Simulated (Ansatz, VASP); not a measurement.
One calculation of SrO, two programs

```
CELL_PARAMETERS angstrom
4.61750 0.00000 0.00000
-2.30875 3.99888 0.00000
0.00000 0.00000 5.56804
ATOMIC_POSITIONS crystal
Sr 0.33333 0.66667 0.93813
Sr 0.66667 0.33333 0.43813
O 0.33333 0.66667 0.43687
O 0.66667 0.33333 0.93687
```

Change from the starting cell: strain +0.080 along x and y, +0.080 along z, atoms carried along.

Alike in both runs: task single point; functional PBEsol; k mesh 6 × 6 × 6; occupations gaussian, width 0.05 eV; no spin polarisation.

|  | VASP | Ansatz |
| --- | --- | --- |
| version | VASP 6.6.1 | Ansatz 0.2.0 |
| potentials or method | VASP PAW PBE potentials, release 64 (Sr_sv, O), cutoff 520 eV | scalar-relativistic, plane waves, PAW |
| valence electrons in the cell | 32 | 32 |

```tsv
	VASP	Ansatz	Ansatz less VASP
gap on the k mesh at the Fermi level (eV)	1.83	1.84	+0.011
least direct gap on the mesh (eV)	1.83	1.84	+0.011
pressure (GPa)	-11.0	-11.1	-0.16
traceless stress, the component that is largest in VASP (GPa)	-0.62	-0.63	-0.016
```

VASP's potentials were made for PBE, not for PBEsol.
